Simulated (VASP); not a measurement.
Here is a VASP 6.6.1 calculation.

Contents of INCAR:

```
SYSTEM = C
PREC     = Accurate       ! precision mode
ENCUT    = 520            ! plane-wave cutoff, eV
EDIFF    = 1E-6           ! SCF threshold, eV
ISMEAR   = -1             ! smearing method
SIGMA    = 0.05           ! smearing width, eV
LREAL    = .FALSE.        ! projectors in reciprocal space
LASPH    = .TRUE.         ! aspherical terms in the spheres
NELM     = 60             ! most SCF steps
ALGO     = Normal         ! electronic algorithm
ISIF     = 2              ! what is computed and relaxed
LWAVE    = .FALSE.        ! write WAVECAR
LCHARG   = .FALSE.        ! write CHGCAR
GGA      = PS             ! functional
NBANDS   = 16             ! bands
```

File KPOINTS:

```
Automatic mesh
0
G
  12 12 2
  0 0 0
```

The input POSCAR:

```
C
1.0
    2.4562275060      0.0000000000      0.0000000000
   -1.2281137530      2.1271554177      0.0000000000
    0.0000000000      0.0000000000     24.1339601687
C
4
Direct
    0.6666666667      0.3333333333      0.5704754400
    0.3333333333      0.6666666667      0.4295245600
    0.0000000000      0.0000000000      0.4295312300
    0.0000000000      0.0000000000      0.5704687700
```

Potentials or basis: VASP PAW PBE potentials, release 64 (C).

Command:

```sh
$ cat potpaw_PBE.64/C/POTCAR > POTCAR
$ mpirun -np 1 vasp_std > vasp.out
```

Q: Predict the band gap on the k mesh.

A: Zero (filled and empty bands touch).

Q: Predict the largest force.

A: 0.022 eV/Å.

Forces in eV/Å, atoms in the order of the input:
```
C    0.000  0.000  0.022
C    0.000  0.000 -0.022
C    0.000  0.000 -0.004
C    0.000  0.000  0.004
```

Caveat: the PAW data sets were made with another functional, which shifts forces and pressure a little.
